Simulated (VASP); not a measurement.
# Be7S (P1) in VASP: a series of runs

The runs below take Be7S through relaxation of cell and atoms, single point, with PBE.

Program: VASP 6.6.1. These are calculated values, not measurements. Logs are shortened: lines on timing, memory, paths and dates and some standing lists are left out, and cuts for length are marked.

## Step 1: The cell of the first run

The typed cell holds 8 atoms: a = 3.238 Å, b = 3.398 Å, c = 7.072 Å, α = 88.42°, β = 89.52°, γ = 97.06°.

## Step 2: Relaxation of cell and atoms, PBE

INCAR

```
SYSTEM = Be7S
PREC     = Accurate       ! precision mode
ENCUT    = 600            ! plane-wave cutoff, eV
EDIFF    = 1E-6           ! SCF threshold, eV
ISMEAR   = 0              ! smearing method
SIGMA    = 0.2            ! smearing width, eV
LREAL    = .False.        ! projectors in reciprocal space
LASPH    = .True.         ! aspherical terms in the spheres
NELM     = 80             ! most SCF steps
ALGO     = Normal         ! electronic algorithm
ISIF     = 3              ! what is computed and relaxed
LWAVE    = .False.        ! write WAVECAR
LCHARG   = .False.        ! write CHGCAR
GGA      = PE             ! functional
IBRION   = 2              ! ionic algorithm
NSW      = 80             ! ionic steps
EDIFFG   = -0.025         ! ionic threshold
```

KPOINTS

```
Automatic mesh
0
Gamma
  6 6 4
  0 0 0
```

POSCAR

```
Be7S
1.0
    2.1368950056     -2.4322141267      0.0140650849
    2.2570420359      2.5394715538      0.0465040812
    0.0960576404      0.0459263640      7.0708086459
Be S
7 1
Direct
    0.7431168197      0.2706020693      0.4902583813
    0.2286000342      0.7838927247      0.5060210547
    0.7412637515      0.7521086142      0.3021545489
    0.7259928596      0.7437241154      0.7095237246
    0.3105392401      0.2541140546      0.6945837680
    0.2639442129      0.1764179297      0.2816073241
    0.4989882576      0.4864418559     -0.0086439332
   -0.0124451756      0.0326986363      0.0244951317
```

Potentials or basis: VASP PAW PBE potentials, release 64 (Be, S).

Run with:

```
> cat potpaw_PBE.64/Be/POTCAR potpaw_PBE.64/S/POTCAR > POTCAR
> mpirun -np 1 vasp_std > vasp.out
```

OUTCAR:

```text
SYSTEM = Be7S
   PREC = Accurate
   ENCUT = 600
   EDIFF = 1E-6
   ISMEAR = 0
   LREAL = .False.
   LASPH = .True.
   NELM = 80
   ISIF = 3
   GGA = PE
   IBRION = 2
   NSW = 80
   EDIFFG = -0.025

 ion  position               nearest neighbor table
   1  0.743  0.271  0.490-   5 2.00   3 2.08   6 2.15   2 2.20   2 2.21   3 2.24   4 2.27   6 2.29
                             4 2.33   5 2.35
   2  0.229  0.784  0.506-   6 2.04   5 2.10   3 2.14   4 2.15   4 2.18   1 2.20   3 2.20   1 2.21
                             5 2.25
   3  0.741  0.752  0.302-   1 2.08   6 2.09   2 2.14   2 2.20   1 2.24   6 2.24   8 2.25   6 2.35

   4  0.726  0.744  0.710-   5 2.01   2 2.15   2 2.18   7 2.24   1 2.27   5 2.32   1 2.33   8 2.57

   5  0.311  0.254  0.695-   1 2.00   4 2.01   2 2.10   2 2.25   4 2.32   7 2.32   1 2.35
   6  0.264  0.176  0.282-   2 2.04   8 2.08   3 2.09   1 2.15   3 2.24   1 2.29   3 2.35   7 2.36

   7  0.499  0.486  0.991-   8 2.13   4 2.24   8 2.30   5 2.32   8 2.35   6 2.36
   8  0.988  0.033  0.024-   6 2.08   7 2.13   3 2.25   7 2.30   7 2.35   4 2.57

  LATTYP: Found a triclinic cell.
 ALAT       =     4.3956632610
 B/A-ratio  =     0.7365486998
 C/A-ratio  =     1.6087697823
 COS(alpha) =     0.0084303248
 COS(beta)  =     0.0275144341
 COS(gamma) =     0.6414902847

  Lattice vectors:

 A1 = (  -4.3939370415,  -0.1072574271,  -0.0605691661)
 A2 = (  -2.1368950056,   2.4322141267,  -0.0140650849)
 A3 = (  -0.0960576404,  -0.0459263640,  -7.0708086459)

Analysis of symmetry for initial positions (statically):
=====================================================================
 Subroutine PRICEL returns:
 Original cell was already a primitive cell.

 Routine SETGRP: Setting up the symmetry group for a
 triclinic supercell.

 Subroutine GETGRP returns: Found  1 space group operations
 (whereof  1 operations were pure point group operations)
 out of a pool of  2 trial point group operations.

The static configuration has the point symmetry C_1 .

Analysis of symmetry for dynamics (positions and initial velocities):
=====================================================================
 Subroutine PRICEL returns:
 Original cell was already a primitive cell.

 Routine SETGRP: Setting up the symmetry group for a
 triclinic supercell.

 Subroutine GETGRP returns: Found  1 space group operations
 (whereof  1 operations were pure point group operations)
 out of a pool of  2 trial point group operations.

The dynamic configuration has the point symmetry C_1 .

 Subroutine INISYM returns: Found  1 space group operations
 (whereof  1 operations are pure point group operations),
 and found     1 'primitive' translations

----------------------------------------------------------------------------------------

                                     Primitive cell

  volume of cell :      77.1689

  direct lattice vectors                    reciprocal lattice vectors
     2.136895006 -2.432214127  0.014065085     0.232658212 -0.206749640 -0.001817803
     2.257042036  2.539471554  0.046504081     0.222866510  0.195781226 -0.004299303
     0.096057640  0.045926364  7.070808646    -0.001928571 -0.000876374  0.141458432

  length of vectors
     3.237620060  3.397840072  7.071610227     0.311253212  0.296678704  0.141474292

  position of ions in fractional coordinates (direct lattice)
     0.743116820  0.270602069  0.490258381
     0.228600034  0.783892725  0.506021055
     0.741263752  0.752108614  0.302154549
     0.725992860  0.743724115  0.709523725
     0.310539240  0.254114055  0.694583768
     0.263944213  0.176417930  0.281607324
     0.498988258  0.486441856  0.991356067
     0.987554824  0.032698636  0.024495132

  ion indices of the primitive-cell ions
   primitive index   ion index
                 1           1
                 2           2
                 3           3
                 4           4
                 5           5
                 6           6
                 7           7
                 8           8

----------------------------------------------------------------------------------------

 KPOINTS: Automatic mesh

Automatic generation of k-mesh.
 Grid dimensions read from file:
 generate k-points for:    6    6    4

 Generating k-lattice:

  Cartesian coordinates                     Fractional coordinates (reciprocal lattice)
     0.038776369 -0.034458273 -0.000302967     0.166666667  0.000000000  0.000000000
     0.037144418  0.032630204 -0.000716551     0.000000000  0.166666667 -0.000000000
    -0.000482143 -0.000219094  0.035364608     0.000000000  0.000000000  0.250000000

  Length of vectors
     0.051875535  0.049446451  0.035368573

  Shift w.r.t. Gamma in fractional coordinates (k-lattice)
     0.000000000  0.000000000  0.000000000

 Subroutine IBZKPT returns following result:
 ===========================================

 Found     76 irreducible k-points:

 Following reciprocal coordinates:
            Coordinates               Weight
  0.000000  0.000000  0.000000      1.000000
  0.166667 -0.000000 -0.000000      2.000000
  0.333333 -0.000000 -0.000000      2.000000
  0.500000 -0.000000  0.000000      1.000000
 -0.000000  0.166667  0.000000      2.000000
  0.166667  0.166667  0.000000      2.000000
[... 16 lines left out ...]
  0.333333 -0.000000  0.250000      2.000000
  0.500000 -0.000000  0.250000      2.000000
 [... further k-points ...]
   k-points           NKPTS =     76   k-points in BZ     NKDIM =     76   number of bands    NBANDS=     15
   number of dos      NEDOS =    301   number of ions     NIONS =      8
   total plane-waves  NPLWV =  43904
   dimension x,y,z NGX =    28 NGY =   28 NGZ =   56
   dimension x,y,z NGXF=    56 NGYF=   56 NGZF=  112
   ions per type =               7   1
   NGX,Y,Z   is equivalent  to a cutoff of  14.38, 13.70, 13.16 a.u.
   NGXF,Y,Z  is equivalent  to a cutoff of  28.75, 27.40, 26.33 a.u.
 SYSTEM =  Be7S
   PREC   = accura    normal or accurate (medium, high low for compatibility)
   ISTART =      0    job   : 0-new  1-cont  2-samecut
   ICHARG =      2    charge: 1-file 2-atom 10-const
   ISPIN  =      1    spin polarized calculation?
   LNONCOLLINEAR =      F non collinear calculations
   LSORBIT =      F    spin-orbit coupling
   LASPH  =      T    aspherical Exc in radial PAW
   ENCUT  =  600.0 eV  44.10 Ry    6.64 a.u.   6.47  6.79 14.12*2*pi/ulx,y,z
   NELM   =     80;   NELMIN=  2; NELMDL= -5     # of ELM steps
   EDIFF  = 0.1E-05   stopping-criterion for ELM
   LREAL  =      F    real-space projection
   EDIFFG = -.3E-01   stopping-criterion for IOM
   NSW    =     80    number of steps for IOM
   IBRION =      2    ionic relax: 0-MD 1-quasi-New 2-CG
   NFREE  =      1    steps in history (QN), initial steepest desc. (CG)
   ISIF   =      3    stress and relaxation
   ISYM   =      2    0-nonsym 1-usesym 2-fastsym
   POTIM  = 0.5000    time-step for ionic-motion
   TEBEG  =    0.0;   TEEND  =   0.0 temperature during run
   PSTRESS=    0.0 pullay stress
   NELECT =      20.0000    total number of electrons
   NUPDOWN=      -1.0000    fix difference up-down
   EMIN   =  10.00;   EMAX   =-10.00  energy-range for DOS
   EFERMI =   0.00;   METHOD = LEGACY
   ISMEAR =     0;   SIGMA  =   0.20  broadening in eV -4-tet -1-fermi 0-gaus
   EFERMI_NEDOS =   21; number of points for ismear=-14 and -15
   IALGO  =     38    algorithm
   IMIX   =      4    mixing-type and parameters
     AMIX     =   0.40;   BMIX     =  1.00
     AMIX_MAG =   1.60;   BMIX_MAG =  1.00
  volume/ion in A,a.u.               =       9.65        65.10
  Fermi-wavevector in a.u.,A,eV,Ry     =   1.043768  1.972436 14.822893  1.089452
  Thomas-Fermi vector in A             =   2.178492
   LORBIT       =      0    0 simple, 1 ext, 2 COOP (PROOUT), +10 PAW based schemes
   GGA     = PE    functional components
   LHFCALC =     F    Hartree Fock is set to
   AEXX    =    0.0000 exact exchange contribution
   IVDW    =     0    specifies the selected vdW correction
   LEPSILON=     F    determine dielectric tensor
   LRPA    =     F    only Hartree local field effects (RPA)
 conjugate gradient relaxation of ions
 non-spin polarized calculation
 Gauss-broadening in eV      SIGMA  =   0.20
  energy-cutoff  :      600.00
  volume of cell :       77.17
 maximum number of plane-waves:      2601
 NGX is ok and might be reduce to    28
   NGX = 13   NGY = 13   NGZ = 29

--------------------------------------- Ionic step        1  -------------------------------------------

 number of electron      20.0000000 magnetization

 Free energy of the ion-electron system (eV)
  ---------------------------------------------------
  ext. energy  EPLUGINS =         0.00000000
  ---------------------------------------------------
  free energy    TOTEN  =       -28.61366703 eV

  energy without entropy =      -28.58422999  energy(sigma->0) =      -28.59894851

------------------------ aborting loop because EDIFF is reached ----------------------------------------

  FORCE on cell =-STRESS in cart. coord.  units (eV):
  Direction    XX          YY          ZZ          XY          YZ          ZX
  --------------------------------------------------------------------------------------
  -------------------------------------------------------------------------------------
  Total        2.1338168      0.0603284      1.9381794     -1.2245939     -0.3462832     -1.7094871
  in kB       44.3022028      1.2525351     40.2403877    -25.4249599     -7.1895151    -35.4922891
  external PRESSURE =      28.5983752 kB  Pullay stress =       0.0000000 kB
[... 107 lines left out ...]
  FREE ENERGIE OF THE ION-ELECTRON SYSTEM (eV)
  ---------------------------------------------------
  free  energy   TOTEN  =       -29.0889847400 eV

  energy  without entropy=      -29.0542713570  energy(sigma->0) =      -29.07162805

[... ionic steps 4 to 17 ...]

--------------------------------------- Ionic step       18  -------------------------------------------

 number of electron      20.0000000 magnetization

------------------------ aborting loop because EDIFF is reached ----------------------------------------

  FORCE on cell =-STRESS in cart. coord.  units (eV):
  Direction    XX          YY          ZZ          XY          YZ          ZX
  --------------------------------------------------------------------------------------
  -------------------------------------------------------------------------------------
  Total       -0.1010355      0.0469750      0.0119393      0.0096704     -0.0069816      0.0078902
  in kB       -2.0624859      0.9589222      0.2437222      0.1974055     -0.1425193      0.1610657
  external PRESSURE =      -0.2866138 kB  Pullay stress =       0.0000000 kB
[... 69 lines left out ...]
  energy  without entropy=      -29.4079658191  energy(sigma->0) =      -29.42085723

--------------------------------------- Ionic step       20  -------------------------------------------

 number of electron      20.0000000 magnetization

 Free energy of the ion-electron system (eV)
  ---------------------------------------------------
  ext. energy  EPLUGINS =         0.00000000
  ---------------------------------------------------
  free energy    TOTEN  =       -29.43396944 eV

  energy without entropy =      -29.40814514  energy(sigma->0) =      -29.42105729

 E-fermi :   6.4092     XC(G=0): -10.2743

 val. band max:        6.2973058020   @ k =   0.3333   0.3333   0.2500
 cond. band min:       6.4421601342   @ k =   0.1667   0.1667   0.0000
 fundamental gap:      0.1448543323
 Fermi energy:         6.4091987693

 k-point     1 :       0.0000    0.0000    0.0000
  band No.  band energies     occupation
      1      -9.2717      2.00000
      2      -3.1134      2.00000
      3      -2.2291      2.00000
      4       1.4059      2.00000
      5       2.9897      2.00000
      6       3.1504      2.00000
      7       3.4505      2.00000
      8       4.6013      2.00000
      9       5.4858      2.00000
     10       5.9137      1.99954
     11       8.7943      0.00000
     12       8.9844      0.00000
     13       9.1400      0.00000
     14       9.3524      0.00000
     15      10.2814      0.00000
[... 397 lines left out ...]
 k-point    24 :       0.5000   -0.0000    0.2500
  band No.  band energies     occupation
      1      -8.5337      2.00000
      2      -2.1245      2.00000
      3      -1.4155      2.00000
      4      -0.6608      2.00000
      5       0.3376      2.00000
      6       2.2879      2.00000
      7       2.5487      2.00000
      8       3.9076      2.00000
      9       5.5691      2.00000
     10       6.1058      1.96809
     11       7.3960      0.00000
     12       8.3600      0.00000
     13       8.9167      0.00000
     14       9.4147      0.00000
     15      10.3219      0.00000

 [... further k-points ...]

------------------------ aborting loop because EDIFF is reached ----------------------------------------

  FORCE on cell =-STRESS in cart. coord.  units (eV):
  Direction    XX          YY          ZZ          XY          YZ          ZX
  --------------------------------------------------------------------------------------
  -------------------------------------------------------------------------------------
  Total       -0.0061963     -0.0183856     -0.0047462     -0.0032173     -0.0105305     -0.0050275
  in kB       -0.1264876     -0.3753115     -0.0968852     -0.0656753     -0.2149639     -0.1026290
  external PRESSURE =      -0.1995614 kB  Pullay stress =       0.0000000 kB
[... 23 lines left out ...]
  FREE ENERGIE OF THE ION-ELECTRON SYSTEM (eV)
  ---------------------------------------------------
  free  energy   TOTEN  =       -29.4339694360 eV

  energy  without entropy=      -29.4081451450  energy(sigma->0) =      -29.42105729

 reached required accuracy - stopping structural energy minimisation
```

It took 15 min on 1 thread of Intel Xeon Platinum 8259CL at 2.50GHz (Skylake/Cascade Lake), shared host; peak memory 0.26 GiB.

Results:

| Quantity | Value |
| --- | --- |
| Free energy | -29.4340 eV |
| Relaxed volume | 9.81 Å³/atom |
| Relaxed cell | a = 3.443 Å, b = 3.444 Å, c = 6.738 Å, α = 89.98°, β = 90.01°, γ = 100.85° |
| Space group after relaxing (to 0.1 Å) | Amm2 (No. 38) |
| Energy gained by relaxing | 102.5 meV/atom |
| Ionic steps | 20 |
| Pressure after relaxing | 0.0 GPa |
| Largest force after relaxing | 0.015 eV/Å |
| Band gap on the k mesh | zero (bands 10 and 11 overlap by 2.56 eV) |

Forces in eV/Å, atoms in the order of the input:
```
Be   0.001  0.004  0.006
Be  -0.004 -0.007 -0.001
Be  -0.006  0.006 -0.004
Be   0.001  0.015  0.000
Be  -0.004 -0.004 -0.003
Be   0.001  0.000  0.003
Be   0.005 -0.004  0.001
S    0.006 -0.009 -0.003
```

The path:
```csv
step,energy change (eV),largest force (eV/Å),pressure (GPa),volume (Å³)
1,0.0000,1.6482,2.86,77.17
2,-0.3678,1.0052,-1.59,79.09
3,-0.4753,0.6589,-4.70,81.00
4,-0.6274,0.4911,-0.98,77.73
5,-0.6457,0.4679,1.08,76.24
6,-0.7054,0.3065,0.94,76.39
7,-0.7316,0.2656,0.97,76.55
8,-0.7667,0.2043,-0.34,77.66
9,-0.7781,0.2829,-1.65,78.98
10,-0.7949,0.2287,0.04,78.02
11,-0.7949,0.2296,0.05,78.02
12,-0.8060,0.1347,0.29,77.89
13,-0.8081,0.1853,0.47,77.81
14,-0.8155,0.1179,-0.05,78.30
15,-0.8162,0.1220,-0.25,78.50
16,-0.8193,0.0630,0.08,78.36
17,-0.8194,0.0588,0.13,78.33
18,-0.8201,0.0294,-0.03,78.49
19,-0.8201,0.0293,-0.01,78.47
20,-0.8203,0.0148,-0.02,78.49
```

Final structure:
```
CELL_PARAMETERS angstrom
2.19316 -2.65476 0.00011
2.19491 2.65421 0.00146
-0.00160 0.00107 6.73817
ATOMIC_POSITIONS crystal
Be 0.76425 0.23570 0.49989
Be 0.22035 0.78057 0.50001
Be 0.73356 0.74836 0.29957
Be 0.73399 0.74762 0.70046
Be 0.25127 0.26790 0.70029
Be 0.25140 0.26765 0.29967
Be 0.57461 0.42399 0.00002
S 0.97058 0.02821 0.00011
```

Levels at points of the mesh, in eV from the Fermi level:
```tsv
k point	band 7	band 8	band 9	band 10	band 11	band 12	band 13	band 14
(0.00, 0.00, 0.00)	-2.96	-1.81	-0.92	-0.50	2.39	2.58	2.73	2.94
(0.50, 0.00, 0.00)	-3.90	-1.48	-0.46	0.84	0.85	1.40	1.82	2.84
(0.00, 0.50, 0.00)	-3.90	-1.48	-0.43	0.83	0.84	1.39	1.83	2.84
(0.50, 0.50, 0.00)	-4.39	-4.33	-4.01	-2.83	-1.18	0.82	1.56	3.78
(0.00, 0.00, 0.50)	-2.48	-1.71	-1.58	1.38	2.25	2.58	2.58	3.95
(0.50, 0.00, 0.50)	-3.57	-2.73	-2.45	-0.18	0.93	1.50	2.92	3.90
(0.00, 0.50, 0.50)	-3.57	-2.73	-2.46	-0.15	0.90	1.52	2.91	3.89
(0.50, 0.50, 0.50)	-4.40	-3.74	-3.65	-2.58	-0.94	1.06	1.53	2.02
```

## Step 3: Single point, PBE

This run uses another cell than the first one, of 10.08 Å³/atom.

INCAR

```
SYSTEM = Be7S
ALGO = Normal
EDIFF = 1E-6
ENCUT = 520
GGA = PE
ISIF = 2
ISMEAR = 0
LASPH = .True.
LCHARG = .False.
LREAL = .False.
LWAVE = .False.
NBANDS = 20
NELM = 80
PREC = Accurate
SIGMA = 0.1
```

KPOINTS

```
k-points
0
Gamma
  10 8 6
  0 0 0
```

POSCAR

```
Be7S
1.0
    3.5882164910      0.0001453791     -0.0013865866
    0.0913196561      4.5082567364     -0.0027977931
    1.7682379322      0.3675587890      4.9838404514
Be S
7 1
Direct
    0.4697901725      0.5750497946      0.9432499726
    0.9116423620      0.7944025286      0.0520517538
    0.6583426039      0.7481050104      0.5276561085
    0.0684758625      0.5081405400      0.7091757759
    0.8794638217      0.2887694599      0.1107404150
    0.2755096649      0.8593566790      0.2827193890
    0.4880272327      0.0814214656      0.8810930981
    0.4500935600      0.1893446020      0.4843482170
```

Potentials or basis: VASP PAW PBE potentials, release 64 (Be, S).

Run with:

```
> cat potpaw_PBE.64/Be/POTCAR potpaw_PBE.64/S/POTCAR > POTCAR
> mpirun -np 1 vasp_std > vasp.out
```

Wall time 2.1 min (1 thread of Intel Xeon 6975P-C (Granite Rapids), shared host); peak memory 0.41 GiB.

The run converged. Its results:

| Quantity | Value |
| --- | --- |
| Free energy | -29.2201 eV |
| Pressure | 0.1 GPa |
| Largest force | 0.007 eV/Å |
| Band gap on the k mesh | zero (bands 10 and 11 overlap by 1.97 eV) |

Forces on the atoms (eV/Å):
```
Be   0.001 -0.007  0.002
Be   0.001 -0.003 -0.001
Be   0.000 -0.001  0.000
Be   0.000  0.004 -0.002
Be   0.001  0.000 -0.003
Be   0.000 -0.001  0.002
Be  -0.002  0.003  0.002
S   -0.002  0.004  0.001
```

Levels at points of the mesh, in eV from the Fermi level:
| k point | band 8 | band 9 | band 10 | band 11 | band 12 | band 13 |
| --- | --- | --- | --- | --- | --- | --- |
| (0.00, 0.00, 0.00) | -1.95 | -1.61 | -0.93 | -0.06 | 2.87 | 3.06 |
| (0.50, 0.00, 0.00) | -2.17 | -1.73 | -1.39 | -0.87 | 1.50 | 2.13 |
| (0.00, 0.50, 0.00) | -0.90 | -0.39 | 0.28 | 1.59 | 2.32 | 2.67 |
| (0.50, 0.50, 0.00) | -3.03 | -2.25 | -0.93 | 0.78 | 2.20 | 3.71 |
| (0.00, 0.00, 0.50) | -2.25 | -1.83 | 0.27 | 1.73 | 2.62 | 3.65 |
| (0.50, 0.00, 0.50) | -2.14 | -1.95 | -1.35 | -0.79 | 1.25 | 2.47 |
| (0.00, 0.50, 0.50) | -0.66 | -0.16 | 0.98 | 1.35 | 2.01 | 2.69 |
| (0.50, 0.50, 0.50) | -3.27 | -2.32 | -0.73 | 1.37 | 1.78 | 3.82 |
